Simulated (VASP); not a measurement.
# SnO (Pmn2_1) in VASP: further runs

Runs on SnO. Level: r2SCAN. Tasks: single point.

Program: VASP 6.6.1. These are calculated values, not measurements. Logs are shortened: lines on timing, memory, paths and dates and some standing lists are left out, and cuts for length are marked.

## (1) The cell of the first run

The structure is orthorhombic, space group Pmn2_1 (No. 31). Conventional cell: a = 3.614 Å, b = 6.112 Å, c = 3.638 Å, α = 90.00°, β = 90.00°, γ = 90.00°. Within 2.9 Å of Sn (site symmetry m) lie 3 O at 2.20 to 2.24 Å. O (site symmetry m) has 3 Sn at 2.20 to 2.24 Å and 4 O at 2.89 Å within 2.9 Å.

## (2) Single point, r2SCAN

File POSCAR:

```
SnO
1.0
    3.6140695786      0.0000000000      0.0000000000
    0.0000000000      6.1122432462      0.0000000000
    0.0000000000      0.0000000000      3.6383834513
Sn O
2 2
Direct
    0.0000000000      0.2319090000      0.5131440000
    0.5000000000      0.7680910000      0.0131440000
    0.0000000000      0.8912500000      0.7368570000
    0.5000000000      0.1087500000      0.2368570000
```

File INCAR.step1:

```
  PREC = Accurate
  ENCUT = 520
  ISMEAR = 0
  SIGMA = 0.05
  LREAL = F
  LASPH = T
  NELM = 80
  NBANDS = 28
  GGA = PE
  ALGO = Normal
  EDIFF = 1E-4
  LWAVE = T
  LCHARG = F
```

File INCAR.step2:

```
  PREC = Accurate
  ENCUT = 520
  EDIFF = 1E-6
  ISMEAR = 0
  SIGMA = 0.05
  LREAL = F
  LASPH = T
  NELM = 80
  ALGO = Normal
  ISIF = 2
  LWAVE = F
  LCHARG = F
  METAGGA = R2SCAN
  LMIXTAU = T
  NBANDS = 28
  ISTART = 1
```

File KPOINTS:

```
Automatic mesh
0
Gamma
  10 6 8
```

Potentials or basis: VASP PAW PBE potentials, release 64 (Sn_d, O).

The run is started by

```bash
cat potpaw_PBE.64/Sn_d/POTCAR potpaw_PBE.64/O/POTCAR > POTCAR
cp INCAR.step1 INCAR
mpirun -np 1 vasp_std > vasp.out
cp INCAR.step2 INCAR
mpirun -np 1 vasp_std > vasp.out
```

OUTCAR:

```text
PREC = Accurate
   ENCUT = 520
   EDIFF = 1E-6
   ISMEAR = 0
   LREAL = F
   LASPH = T
   NELM = 80
   ISIF = 2
   METAGGA = R2SCAN
   ISTART = 1

 ion  position               nearest neighbor table
   1  0.000  0.232  0.513-   4 2.20   4 2.20   3 2.24
   2  0.500  0.768  0.013-   3 2.20   3 2.20   4 2.24
   3  0.000  0.891  0.737-   2 2.20   2 2.20   1 2.24
   4  0.500  0.109  0.237-   1 2.20   1 2.20   2 2.24

  LATTYP: Found a simple orthorhombic cell.
 ALAT       =     3.6140695786
 B/A-ratio  =     1.0067275608
 C/A-ratio  =     1.6912356315

  Lattice vectors:

 A1 = (  -3.6140695786,   0.0000000000,   0.0000000000)
 A2 = (   0.0000000000,   0.0000000000,   3.6383834513)
 A3 = (   0.0000000000,   6.1122432462,   0.0000000000)

Analysis of symmetry for initial positions (statically):
=====================================================================
 Subroutine PRICEL returns:
 Original cell was already a primitive cell.

 Routine SETGRP: Setting up the symmetry group for a
 simple orthorhombic supercell.

 Subroutine GETGRP returns: Found  4 space group operations
 (whereof  2 operations were pure point group operations)
 out of a pool of  8 trial point group operations.

The static configuration has the point symmetry C_1h.
 The point group associated with its full space group is C_2v.

Analysis of symmetry for dynamics (positions and initial velocities):
=====================================================================
 Subroutine PRICEL returns:
 Original cell was already a primitive cell.

 Routine SETGRP: Setting up the symmetry group for a
 simple orthorhombic supercell.

 Subroutine GETGRP returns: Found  4 space group operations
 (whereof  2 operations were pure point group operations)
 out of a pool of  8 trial point group operations.

The dynamic configuration has the point symmetry C_1h.
 The point group associated with its full space group is C_2v.

 Subroutine INISYM returns: Found  4 space group operations
 (whereof  2 operations are pure point group operations),
 and found     1 'primitive' translations

----------------------------------------------------------------------------------------

                                     Primitive cell

  volume of cell :      80.3722

  direct lattice vectors                    reciprocal lattice vectors
     3.614069579  0.000000000  0.000000000     0.276696388  0.000000000  0.000000000
     0.000000000  6.112243246  0.000000000     0.000000000  0.163606054  0.000000000
     0.000000000  0.000000000  3.638383451     0.000000000  0.000000000  0.274847336

  length of vectors
     3.614069579  6.112243246  3.638383451     0.276696388  0.163606054  0.274847336

  position of ions in fractional coordinates (direct lattice)
     0.000000000  0.231909000  0.513144000
     0.500000000  0.768091000  0.013144000
     0.000000000  0.891250000  0.736857000
     0.500000000  0.108750000  0.236857000

  ion indices of the primitive-cell ions
   primitive index   ion index
                 1           1
                 2           2
                 3           3
                 4           4

----------------------------------------------------------------------------------------

 KPOINTS: Automatic mesh

Automatic generation of k-mesh.
 Grid dimensions read from file:
 generate k-points for:   10    6    8

 Generating k-lattice:

  Cartesian coordinates                     Fractional coordinates (reciprocal lattice)
     0.027669639  0.000000000  0.000000000     0.100000000  0.000000000  0.000000000
     0.000000000  0.027267676  0.000000000     0.000000000  0.166666667  0.000000000
     0.000000000  0.000000000  0.034355917     0.000000000  0.000000000  0.125000000

  Length of vectors
     0.027669639  0.027267676  0.034355917

  Shift w.r.t. Gamma in fractional coordinates (k-lattice)
     0.000000000  0.000000000  0.000000000

 Subroutine IBZKPT returns following result:
 ===========================================

 Found    120 irreducible k-points:

 Following reciprocal coordinates:
            Coordinates               Weight
  0.000000  0.000000  0.000000      1.000000
  0.100000  0.000000  0.000000      2.000000
  0.200000  0.000000  0.000000      2.000000
  0.300000  0.000000  0.000000      2.000000
  0.400000  0.000000  0.000000      2.000000
  0.500000  0.000000  0.000000      1.000000
[... 16 lines left out ...]
  0.400000  0.500000  0.000000      2.000000
  0.500000  0.500000  0.000000      1.000000
 [... further k-points ...]
   k-points           NKPTS =    120   k-points in BZ     NKDIM =    120   number of bands    NBANDS=     28
   number of dos      NEDOS =    301   number of ions     NIONS =      4
   total plane-waves  NPLWV =  37632
   dimension x,y,z NGX =    28 NGY =   48 NGZ =   28
   dimension x,y,z NGXF=    56 NGYF=   96 NGZF=   56
   ions per type =               2   2
   NGX,Y,Z   is equivalent  to a cutoff of  12.88, 13.06, 12.79 a.u.
   NGXF,Y,Z  is equivalent  to a cutoff of  25.76, 26.11, 25.59 a.u.
 SYSTEM =  unknown system
   PREC   = accura    normal or accurate (medium, high low for compatibility)
   ISTART =      1    job   : 0-new  1-cont  2-samecut
   ICHARG =      0    charge: 1-file 2-atom 10-const
   ISPIN  =      1    spin polarized calculation?
   LNONCOLLINEAR =      F non collinear calculations
   LSORBIT =      F    spin-orbit coupling
   LASPH  =      T    aspherical Exc in radial PAW
   ENCUT  =  520.0 eV  38.22 Ry    6.18 a.u.   6.72 11.36  6.76*2*pi/ulx,y,z
   NELM   =     80;   NELMIN=  2; NELMDL=  0     # of ELM steps
   EDIFF  = 0.1E-05   stopping-criterion for ELM
   LREAL  =      F    real-space projection
   EDIFFG = 0.1E-04   stopping-criterion for IOM
   NSW    =      0    number of steps for IOM
   IBRION =     -1    ionic relax: 0-MD 1-quasi-New 2-CG
   NFREE  =      0    steps in history (QN), initial steepest desc. (CG)
   ISIF   =      2    stress and relaxation
   ISYM   =      2    0-nonsym 1-usesym 2-fastsym
   POTIM  = 0.5000    time-step for ionic-motion
   TEBEG  =    0.0;   TEEND  =   0.0 temperature during run
   PSTRESS=    0.0 pullay stress
   NELECT =      40.0000    total number of electrons
   NUPDOWN=      -1.0000    fix difference up-down
   EMIN   =  10.00;   EMAX   =-10.00  energy-range for DOS
   EFERMI =   0.00;   METHOD = LEGACY
   ISMEAR =     0;   SIGMA  =   0.05  broadening in eV -4-tet -1-fermi 0-gaus
   EFERMI_NEDOS =   21; number of points for ismear=-14 and -15
   IALGO  =     38    algorithm
   IMIX   =      4    mixing-type and parameters
     AMIX     =   0.40;   BMIX     =  1.00
     AMIX_MAG =   1.60;   BMIX_MAG =  1.00
  volume/ion in A,a.u.               =      20.09       135.59
  Fermi-wavevector in a.u.,A,eV,Ry     =   1.297357  2.451650 22.900458  1.683136
  Thomas-Fermi vector in A             =   2.428755
   LORBIT       =      0    0 simple, 1 ext, 2 COOP (PROOUT), +10 PAW based schemes
   METAGGA = R2SCAN    functional components
   LHFCALC =     F    Hartree Fock is set to
   AEXX    =    0.0000 exact exchange contribution
   IVDW    =     0    specifies the selected vdW correction
   LEPSILON=     F    determine dielectric tensor
   LRPA    =     F    only Hartree local field effects (RPA)
 non-spin polarized calculation
 Gauss-broadening in eV      SIGMA  =   0.05
  energy-cutoff  :      520.00
  volume of cell :       80.37
 maximum number of plane-waves:      2196
 NGX is ok and might be reduce to    28

 number of electron      39.9999996 magnetization

 Free energy of the ion-electron system (eV)
  ---------------------------------------------------
  ext. energy  EPLUGINS =         0.00000000
  ---------------------------------------------------
  free energy    TOTEN  =       -66.28310913 eV

  energy without entropy =      -66.28310913  energy(sigma->0) =      -66.28310913

 E-fermi :   4.9254     XC(G=0): -10.1853

 val. band max:        4.6333969548   @ k =   0.0000   0.0000   0.0000
 cond. band min:       6.0904388469   @ k =   0.0000   0.5000   0.3750
 fundamental gap:      1.4570418921
 Fermi energy:         4.9254244146

 k-point     1 :       0.0000    0.0000    0.0000
  band No.  band energies     occupation
      1     -17.1408      2.00000
      2     -16.9362      2.00000
      3     -16.8690      2.00000
      4     -16.8156      2.00000
      5     -16.7995      2.00000
      6     -16.7772      2.00000
[... 20 lines left out ...]
     27      14.4998      0.00000
     28      14.8497      0.00000

 k-point     2 :       0.1000    0.0000    0.0000
  band No.  band energies     occupation
      1     -17.1373      2.00000
      2     -16.9358      2.00000
      3     -16.8684      2.00000
      4     -16.8264      2.00000
      5     -16.8008      2.00000
      6     -16.7769      2.00000
[... 20 lines left out ...]
     27      14.5609      0.00000
     28      15.6263      0.00000

 k-point     3 :       0.2000    0.0000    0.0000
  band No.  band energies     occupation
      1     -17.1300      2.00000
      2     -16.9500      2.00000
      3     -16.8655      2.00000
      4     -16.8453      2.00000
      5     -16.8025      2.00000
      6     -16.7766      2.00000
[... 20 lines left out ...]
     27      14.6928      0.00000
     28      15.9895      0.00000

 k-point     4 :       0.3000    0.0000    0.0000
  band No.  band energies     occupation
      1     -17.1235      2.00000
      2     -16.9973      2.00000
      3     -16.8591      2.00000
      4     -16.8483      2.00000
      5     -16.8015      2.00000
      6     -16.7785      2.00000
[... 578 lines left out ...]
     27      14.6027      0.00000
     28      14.7527      0.00000

 k-point    23 :       0.4000    0.5000    0.0000
  band No.  band energies     occupation
      1     -17.1178      2.00000
      2     -17.0554      2.00000
      3     -16.8499      2.00000
      4     -16.8462      2.00000
      5     -16.7934      2.00000
      6     -16.7836      2.00000
[... 20 lines left out ...]
     27      14.0417      0.00000
     28      14.8671      0.00000

 k-point    24 :       0.5000    0.5000    0.0000
  band No.  band energies     occupation
      1     -17.0967      2.00000
      2     -17.0967      2.00000
      3     -16.8454      2.00000
      4     -16.8454      2.00000
      5     -16.7885      2.00000
      6     -16.7885      2.00000
[... 20 lines left out ...]
     27      14.3543      0.00000
     28      14.3543      0.00000

 [... further k-points ...]
[... 5 lines left out ...]
  --------------------------------------------------------------------------------------
  -------------------------------------------------------------------------------------
  Total       -4.9354524     -4.2647478     -0.8618686      0.0000000      0.0000000      0.0000000
  in kB      -98.3856921    -85.0155417    -17.1809046      0.0000000      0.0000000      0.0000000
  external PRESSURE =     -66.8607128 kB  Pullay stress =       0.0000000 kB

 VOLUME and BASIS-vectors are now :
 -----------------------------------------------------------------------------
  energy-cutoff  :      520.00
  volume of cell :       80.37
      direct lattice vectors                 reciprocal lattice vectors
     3.614069579  0.000000000  0.000000000     0.276696388  0.000000000  0.000000000
     0.000000000  6.112243246  0.000000000     0.000000000  0.163606054  0.000000000
     0.000000000  0.000000000  3.638383451     0.000000000  0.000000000  0.274847336

 POSITION                                       TOTAL-FORCE (eV/Angst)
 -----------------------------------------------------------------------------------
      0.00000      1.41748      1.86701         0.000000     -1.436634     -0.008893
      1.80703      4.69476      0.04782         0.000000      1.436634     -0.008893
      0.00000      5.44754      2.68097         0.000000      0.233223      0.008893
      1.80703      0.66471      0.86178         0.000000     -0.233223      0.008893
 -----------------------------------------------------------------------------------
    total drift:                                0.000000      0.000000     -0.001966

  FREE ENERGIE OF THE ION-ELECTRON SYSTEM (eV)
  ---------------------------------------------------
  free  energy   TOTEN  =       -66.2831091299 eV

  energy  without entropy=      -66.2831091299  energy(sigma->0) =      -66.28310913
```

Run time: 11 min. Hardware: 1 thread of Oxide Virtual Turin-like, shared host; peak memory 0.31 GiB.

Results:

| Property | Result |
| --- | --- |
| Free energy | -66.2831 eV |
| Pressure | -6.7 GPa |
| Largest force | 1.437 eV/Å |
| Band gap on the k mesh | 1.46 eV (least direct gap 2.42 eV) |

Forces in eV/Å, atoms in the order of the input:
```
Sn   0.000 -1.437 -0.009
Sn   0.000  1.437 -0.009
O    0.000  0.233  0.009
O    0.000 -0.233  0.009
```

Stress tensor (GPa, compression positive):
```
-9.84  0.00  0.00
 0.00 -8.50  0.00
 0.00  0.00 -1.72
```

Caveat: the stress differs along the axes, from -10 to -2 GPa; the PAW data sets were made with another functional, which shifts forces and pressure a little; spin-orbit coupling is left out, which moves the levels of the heavy elements. A k mesh can miss the band edges.

## (3) Single point, r2SCAN

This run uses another cell than the first one, of the same volume but with other edges.

File POSCAR:

```
SnO
1.0
    3.0740579786      0.0000000000      0.0000000000
    0.0000000000      5.1989563869      0.0000000000
    0.0000000000      0.0000000000      5.0289506970
Sn O
2 2
Direct
    0.0000000000      0.2319090000      0.5131440000
    0.5000000000      0.7680910000      0.0131440000
    0.0000000000      0.8912500000      0.7368570000
    0.5000000000      0.1087500000      0.2368570000
```

File INCAR.step1:

```
PREC     = Accurate       # precision mode
ENCUT    = 520            # plane-wave cutoff, eV
ISMEAR   = 0              # smearing method
SIGMA    = 0.05           # smearing width, eV
LREAL    = F              # projectors in reciprocal space
LASPH    = T              # aspherical terms in the spheres
NELM     = 60             # most SCF steps
NBANDS   = 28             # bands
GGA      = PE             # functional
ALGO     = Normal         # electronic algorithm
EDIFF    = 1E-4           # SCF threshold, eV
LWAVE    = T              # write WAVECAR
LCHARG   = F              # write CHGCAR
```

File INCAR.step2:

```
PREC     = Accurate       # precision mode
ENCUT    = 520            # plane-wave cutoff, eV
EDIFF    = 1E-6           # SCF threshold, eV
ISMEAR   = 0              # smearing method
SIGMA    = 0.05           # smearing width, eV
LREAL    = F              # projectors in reciprocal space
LASPH    = T              # aspherical terms in the spheres
NELM     = 60             # most SCF steps
ALGO     = Normal         # electronic algorithm
ISIF     = 2              # what is computed and relaxed
LWAVE    = F              # write WAVECAR
LCHARG   = F              # write CHGCAR
METAGGA  = R2SCAN         # meta-GGA
LMIXTAU  = T            
NBANDS   = 28             # bands
ISTART   = 1
```

KPOINTS is that of step 2.

Potentials or basis: VASP PAW PBE potentials, release 64 (Sn_d, O).

The run is started by

```bash
cat potpaw_PBE.64/Sn_d/POTCAR potpaw_PBE.64/O/POTCAR > POTCAR
cp INCAR.step1 INCAR
mpirun -np 1 vasp_std > vasp.out
cp INCAR.step2 INCAR
mpirun -np 1 vasp_std > vasp.out
```

Wall time 16 min (1 thread of Oxide Virtual Turin-like, shared host); peak memory 0.32 GiB.

The run converged. Its results:

| Item | Value |
| --- | --- |
| Free energy | -66.2408 eV |
| Pressure | -0.5 GPa |
| Largest force | 0.685 eV/Å |
| Band gap on the k mesh | 1.25 eV (least direct gap 1.40 eV) |

Forces on the atoms (eV/Å):
```
Sn   0.000 -0.163 -0.665
Sn   0.000  0.163 -0.665
O    0.000  0.094  0.665
O    0.000 -0.094  0.665
```

Stress tensor (GPa, compression positive):
```
 3.63  0.00  0.00
 0.00  0.78  0.00
 0.00  0.00 -6.01
```

Levels at points of the mesh, in eV from the valence-band top:
```csv
k point,band 18,band 19,band 20,band 21,band 22,band 23
"(0.00, 0.00, 0.00)",-2.43,-2.30,-0.59,2.35,3.91,6.61
"(0.50, 0.00, 0.00)",-2.72,-0.75,-0.75,2.17,2.17,6.10
"(0.00, 0.50, 0.00)",-2.31,-1.54,-1.17,3.87,3.90,3.91
"(0.50, 0.50, 0.00)",-2.91,-0.22,-0.22,1.58,1.58,6.58
"(0.00, 0.00, 0.50)",-2.66,-2.36,-2.36,4.17,4.17,5.50
"(0.50, 0.00, 0.50)",-2.95,-0.87,-0.87,1.87,1.87,5.69
"(0.00, 0.50, 0.50)",-2.66,-1.72,-1.72,2.53,2.53,7.46
"(0.50, 0.50, 0.50)",-3.35,-0.20,-0.20,2.08,2.08,5.37
```

Caveat: the stress differs along the axes, from -6 to 4 GPa; the PAW data sets were made with another functional, which shifts forces and pressure a little; spin-orbit coupling is left out, which moves the levels of the heavy elements. A k mesh can miss the band edges.
